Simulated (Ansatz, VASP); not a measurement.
# IrAu3 in VASP and in Ansatz

```
Ir Au
1.0
     0.00000    3.17439    3.17439
     3.17439    0.00000    3.17439
     3.17439    3.17439    0.00000
Ir Au
1 3
Direct
  0.00000 0.00000 0.00000
  0.75000 0.75000 0.75000
  0.50000 0.50000 0.50000
  0.25000 0.25000 0.25000
```

Alike in both runs: task single point; functional PBE; k mesh 6 × 6 × 6; occupations gaussian, width 0.1 eV; no spin polarisation.

```csv
,VASP,Ansatz
version,VASP 6.6.1,Ansatz 0.2.0
potentials or method,"VASP PAW PBE potentials, release 64 (Ir, Au), cutoff 520 eV","scalar-relativistic, plane waves, PAW"
valence electrons in the cell,42,74
```

VASP gave:

| Property | Result |
| --- | --- |
| gap on the k mesh at the Fermi level (eV) | none |
| pressure (GPa) | 13.6 |

Problem. Estimate Ansatz's values.

Solution. gap on the k mesh at the Fermi level (eV): none; pressure (GPa): 13.8.

A gap of «none» marks a metal or a gap that the smearing closes. VASP's potentials hold 42 valence electrons a cell and Ansatz's 74, so a difference there can come from the potentials and not from the codes.

Neither program's run includes spin-orbit coupling.
